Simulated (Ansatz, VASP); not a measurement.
# GaP in VASP and in Ansatz

The input INCAR:

```
  ALGO = Normal
  EDIFF = 1E-6
  ENCUT = 520
  GGA = PE
  ISIF = 2
  ISMEAR = 0
  LASPH = T
  LCHARG = F
  LREAL = F
  LWAVE = F
  NBANDS = 16
  NELM = 100
  PREC = Accurate
  SIGMA = 0.05
```

Contents of KPOINTS:

```
k-points
0
Gamma
  10 10 10
```

Contents of POSCAR:

```
GaP
1.0
    0.0000000000      2.8510099707      2.7757861657
    2.7757861657      0.0000000000      2.7757861657
    2.7757861657      2.8510099707      0.0000000000
Ga P
1 1
Direct
    0.0000000000      0.0000000000      0.0000000000
    0.7500000000      0.7500000000      0.7500000000
```

Input for Ansatz:

```yaml
crystal:
  lattice:
    - [0.0, 2.8510099707, 2.7757861657]
    - [2.7757861657, 0.0, 2.7757861657]
    - [2.7757861657, 2.8510099707, 0.0]
  atoms:
    - { symbol: Ga, position: [0.0, 0.0, 0.0] }
    - { symbol: P, position: [0.75, 0.75, 0.75] }
basis:
  ecutwfc: 420
kpoints:
  mp_grid: { grid: [10, 10, 10] }
hamiltonian:
  xc: pbe
scf:
  occupations: { method: gaussian, width: 0.05 }
output:
  forces: true
  stress: true
  eigenvalues: true
  write_density: true
  write_potential: true
  elf: true
  volumetric_format: npy
```

Alike in both runs: task single point; functional PBE; k mesh 10 × 10 × 10; occupations gaussian, width 0.05 eV; no spin polarisation.

|  | VASP | Ansatz |
| --- | --- | --- |
| version | VASP 6.6.1 | Ansatz 0.2.0 |
| potentials or method | VASP PAW PBE potentials, release 64 (Ga_d, P), cutoff 520 eV | scalar-relativistic, plane waves, PAW |
| valence electrons in the cell | 18 | 18 |

Ansatz gave:

* gap on the k mesh at the Fermi level (eV): 1.11
* least direct gap on the mesh (eV): 1.11
* pressure (GPa): -3.5
* traceless stress, the component that is largest in VASP (GPa): -1.33

Q: Which values does VASP return?

A: gap on the k mesh at the Fermi level (eV): 1.11; least direct gap on the mesh (eV): 1.11; pressure (GPa): -3.6; traceless stress, the component that is largest in VASP (GPa): -1.33.

The functional is the same, so the differences come from potentials, cutoffs and numerics.
